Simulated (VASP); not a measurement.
# C18F in VASP: single point with PBEsol

Aim: the single point of C18F with PBEsol.

All numbers are computed with VASP 6.6.1; they aren't measurements. Logs are shortened: lines on timing, memory, paths and dates and some standing lists are left out, and cuts for length are marked.

### Step 1. The cell of the first run

The cell holds a slab with vacuum, 19 atoms: a = 7.398 Å, b = 7.398 Å, c = 13.000 Å, α = 90.00°, β = 90.00°, γ = 120.00°.

### Step 2. Single point, PBEsol, collinear spin, zero start

Input file INCAR:

```
ALGO = Normal
EDIFF = 1E-7
ENCUT = 520
GGA = PS
ISIF = 2
ISMEAR = -1
ISPIN = 2
LASPH = True
LCHARG = True
LELF = True
LORBIT = 11
LREAL = Auto
LVHAR = True
LWAVE = False
MAGMOM = 0 0 0 0 0 0 0 0 0 0 0 0 0 0 0 0 0 0 0
NBANDS = 58
NELM = 150
PREC = Accurate
SIGMA = 0.05
```

Input file KPOINTS:

```
k-points
0
Gamma
  2 2 1
```

Input file POSCAR:

```
C18F
1.0
    7.3980000000      0.0000000000      0.0000000000
   -3.6990000000      6.4068560000      0.0000000000
    0.0000000000      0.0000000000     13.0000000000
C F
18 1
Direct
   -0.0068937463     -0.0014517261      0.0787791538
    0.2140773622      0.1082977361      0.0728390000
   -0.0073055896      0.3306275340      0.0693883846
    0.2151301758      0.4422435903      0.0690460000
   -0.0060863970      0.6621375601      0.0738713077
    0.2151936814      0.7754389985      0.0709048462
    0.3264913074     -0.0020376609      0.0731271538
    0.5480497085      0.1087455376      0.0724853077
    0.3261442760      0.3310595712      0.0695761538
    0.5482821866      0.4427068440      0.0717428462
    0.3264078147      0.6641981652      0.0687718462
    0.5488652191      0.7756206788      0.0722616154
    0.6590317966     -0.0020234574      0.0734011538
    0.8820635906      0.1080033639      0.0731041538
    0.6592292273      0.3308799199      0.0723871538
    0.8824526576      0.4423943663      0.0706019231
    0.6580839502      0.6632468406      0.0767298462
    0.8829482519      0.7734590882      0.1020262308
    0.8983696858      0.7597431564      0.2197254615
```

Potentials or basis: VASP PAW PBE potentials, release 64 (C, F).

Command:

```console
> cat potpaw_PBE.64/C/POTCAR potpaw_PBE.64/F/POTCAR > POTCAR
> mpirun -np 1 vasp_std > vasp.out
```

OUTCAR:

```text
EDIFF = 1E-7
   ENCUT = 520
   GGA = PS
   ISIF = 2
   ISMEAR = -1
   ISPIN = 2
   LASPH = True
   LORBIT = 11
   LREAL = Auto
   NELM = 150
   PREC = Accurate

 ion  position               nearest neighbor table
   1  0.993  0.999  0.079-  14 1.41   2 1.42  18 1.47
   2  0.214  0.108  0.073-   1 1.42   7 1.43   9 1.43
   3  0.993  0.331  0.069-  16 1.42   4 1.43  14 1.43
   4  0.215  0.442  0.069-  11 1.42   9 1.42   3 1.43
   5  0.994  0.662  0.074-  16 1.41   6 1.42  18 1.47
   6  0.215  0.775  0.071-   5 1.42  11 1.43   7 1.43
[... 9 lines left out ...]
  16  0.882  0.442  0.071-   5 1.41   3 1.42  15 1.43
  17  0.658  0.663  0.077-  10 1.41  12 1.42  18 1.48
  18  0.883  0.773  0.102-   5 1.47   1 1.47  17 1.48  19 1.54
  19  0.898  0.760  0.220-  18 1.54

  LATTYP: Found a hexagonal cell.
 ALAT       =     7.3980000000
 C/A-ratio  =     1.7572316842

  Lattice vectors:

 A1 = (   7.3980000000,   0.0000000000,   0.0000000000)
 A2 = (  -3.6990000000,   6.4068560000,   0.0000000000)
 A3 = (   0.0000000000,   0.0000000000,  13.0000000000)

Analysis of symmetry for initial positions (statically):
=====================================================================
 Subroutine PRICEL returns:
 Original cell was already a primitive cell.

 Routine SETGRP: Setting up the symmetry group for a
 hexagonal supercell.

 Subroutine GETGRP returns: Found  1 space group operations
 (whereof  1 operations were pure point group operations)
 out of a pool of 24 trial point group operations.

The static configuration has the point symmetry C_1 .

Analysis of symmetry for dynamics (positions and initial velocities):
=====================================================================
 Subroutine PRICEL returns:
 Original cell was already a primitive cell.

 Routine SETGRP: Setting up the symmetry group for a
 hexagonal supercell.

 Subroutine GETGRP returns: Found  1 space group operations
 (whereof  1 operations were pure point group operations)
 out of a pool of 24 trial point group operations.

The dynamic configuration has the point symmetry C_1 .

Analysis of structural, dynamic, and magnetic symmetry:
[... 156 lines left out ...]
  energy-cutoff  :      520.00
  volume of cell :      616.17
 maximum number of plane-waves:     16651
 NGX is ok and might be reduce to    56
   NGX = 27   NGY = 27   NGZ = 49

 number of electron      78.9999997 magnetization      -0.0000000

 number of electron      78.9999997 magnetization       0.0000000

 Free energy of the ion-electron system (eV)
  ---------------------------------------------------
  ext. energy  EPLUGINS =         0.00000000
  ---------------------------------------------------
  free energy    TOTEN  =      -176.15442467 eV

  energy without entropy =     -176.15342736  energy(sigma->0) =     -176.15392602

 E-fermi :  -2.6837     XC(G=0):  -3.4928

 val. band max:       -3.0241453601   @ k =   0.0000   0.5000   0.0000
 cond. band min:      -2.3804576329   @ k =   0.0000   0.0000   0.0000
 fundamental gap:      0.6436877273
 Fermi energy:        -2.6837404772

 spin component 1

 k-point     1 :       0.0000    0.0000    0.0000
  band No.  band energies     occupation
      1     -25.9541      1.00000
      2     -21.7788      1.00000
      3     -19.3309      1.00000
      4     -19.3171      1.00000
      5     -19.3025      1.00000
      6     -19.2366      1.00000
[... 205 lines left out ...]
     50       3.9521      0.00000
     51       3.9990      0.00000
 Fermi energy:        -2.6837404772

 spin component 2

 k-point     1 :       0.0000    0.0000    0.0000
  band No.  band energies     occupation
      1     -25.9541      1.00000
      2     -21.7788      1.00000
      3     -19.3309      1.00000
      4     -19.3171      1.00000
      5     -19.3025      1.00000
      6     -19.2366      1.00000
[... 205 lines left out ...]
     50       3.9521      0.00000
     51       3.9989      0.00000
 [bands above 51 left out]

------------------------ aborting loop because EDIFF is reached ----------------------------------------

  FORCE on cell =-STRESS in cart. coord.  units (eV):
  Direction    XX          YY          ZZ          XY          YZ          ZX
  --------------------------------------------------------------------------------------
  -------------------------------------------------------------------------------------
  Total       -3.4154187     -3.2128182      0.1450484     -0.2797473      0.3887266     -0.9031165
  in kB       -8.8807959     -8.3539927      0.3771558     -0.7274009      1.0107696     -2.3482900
  external PRESSURE =      -5.6192109 kB  Pullay stress =       0.0000000 kB

 VOLUME and BASIS-vectors are now :
 -----------------------------------------------------------------------------
  energy-cutoff  :      520.00
  volume of cell :      616.17
      direct lattice vectors                 reciprocal lattice vectors
     7.398000000  0.000000000  0.000000000     0.135171668  0.078041398  0.000000000
    -3.699000000  6.406856000  0.000000000     0.000000000  0.156082796  0.000000000
     0.000000000  0.000000000 13.000000000     0.000000000  0.000000000  0.076923077

 POSITION                                       TOTAL-FORCE (eV/Angst)
 -----------------------------------------------------------------------------------
      3.65337      6.39755      1.02413         0.125348      0.159947     -0.035033
      1.18315      0.69385      0.94691         0.002320     -0.035104      0.026204
      6.12096      2.11828      0.90205         0.218599     -0.000648     -0.071623
     -0.04433      2.83339      0.89760        -0.001506     -0.110470      0.008230
      4.90373      4.24222      0.96033         0.294110      0.230927     -0.103363
     -1.27635      4.96813      0.92176        -0.176296     -0.229548     -0.077170
[... 11 lines left out ...]
      3.67103      4.95544      1.32634         0.023006     -0.117255     -0.126070
      3.83585      4.86757      2.85643        -0.479952      0.205578      0.177380
 -----------------------------------------------------------------------------------
    total drift:                                0.006018     -0.006383      0.009269

  FREE ENERGIE OF THE ION-ELECTRON SYSTEM (eV)
  ---------------------------------------------------
  free  energy   TOTEN  =      -176.1544246690 eV

  energy  without entropy=     -176.1534273621  energy(sigma->0) =     -176.15392602

 total charge

# of ion       s       p       d       tot
------------------------------------------
    1        0.856   1.773   0.000   2.630
    2        0.860   1.771   0.000   2.631
    3        0.860   1.772   0.000   2.632
    4        0.858   1.785   0.000   2.643
    5        0.860   1.775   0.000   2.636
    6        0.860   1.774   0.000   2.634
[... 11 lines left out ...]
   18        0.830   1.674   0.000   2.504
   19        1.752   4.294   0.000   6.046
--------------------------------------------------
tot         17.180  36.163   0.000  53.342

 magnetization (x)

# of ion       s       p       d       tot
------------------------------------------
    1        0.000   0.000   0.000   0.000
    2        0.000  -0.000   0.000   0.000
    3       -0.000  -0.000   0.000  -0.000
    4       -0.000  -0.000   0.000  -0.000
    5        0.000   0.000   0.000   0.000
    6       -0.000  -0.000   0.000  -0.000
[... 11 lines left out ...]
   18       -0.000  -0.000   0.000  -0.000
   19        0.000   0.000   0.000   0.000
--------------------------------------------------
tot         -0.000  -0.000   0.000  -0.000
```

OSZICAR:

```text
N       E                     dE             d eps       ncg     rms          rms(c)
DAV:   1     0.674762805732E+03    0.67476E+03   -0.31181E+04   928   0.107E+03
[... 20 lines left out ...]
DAV:  22    -0.176154416095E+03   -0.93767E-05   -0.42576E-07   888   0.174E-03    0.881E-04
DAV:  23    -0.176154420495E+03   -0.44001E-05   -0.24939E-07   848   0.126E-03    0.386E-04
DAV:  24    -0.176154422850E+03   -0.23554E-05   -0.11628E-07   800   0.795E-04    0.291E-04
DAV:  25    -0.176154423868E+03   -0.10183E-05   -0.30397E-08   672   0.489E-04    0.190E-04
DAV:  26    -0.176154424371E+03   -0.50235E-06   -0.17299E-08   680   0.404E-04    0.735E-05
DAV:  27    -0.176154424571E+03   -0.20057E-06   -0.54547E-09   656   0.206E-04    0.598E-05
DAV:  28    -0.176154424669E+03   -0.97679E-07   -0.16666E-09   656   0.142E-04
   1 F= -.17615442E+03 E0= -.17615393E+03  d E =-.997307E-03  mag=    -0.0000
```

It took 13 min on 1 thread of Oxide Virtual Turin-like, shared host; peak memory 0.9 GiB.

What came out:

* Free energy: -176.1544 eV
* Largest force: 0.551 eV/Å
* Net moment: 0.00 μB per cell
* Valence electrons inside the program's atomic spheres: C 2.63, 2.64, 2.62, 2.50 (each value once); F 6.05

Forces on the atoms (eV/Å):
```
C    0.125  0.160 -0.035
C    0.002 -0.035  0.026
C    0.219 -0.001 -0.072
C   -0.002 -0.110  0.008
C    0.294  0.231 -0.103
C   -0.176 -0.230 -0.077
C   -0.014  0.019 -0.030
C    0.069  0.148  0.034
C   -0.160 -0.063 -0.046
C    0.208  0.013 -0.005
C   -0.015  0.055 -0.018
C    0.261 -0.184  0.012
C    0.013  0.062  0.004
C   -0.086 -0.070  0.042
C    0.034 -0.146  0.023
C   -0.204 -0.106 -0.062
C   -0.113  0.169  0.247
C    0.023 -0.117 -0.126
F   -0.480  0.206  0.177
```

Caveat: the k points lie up to 0.49 Å⁻¹ apart; there is no dipole correction, which matters where the two faces differ; no moment was typed at the start, so none could form; the PAW data sets were made with another functional, which shifts forces and pressure a little.
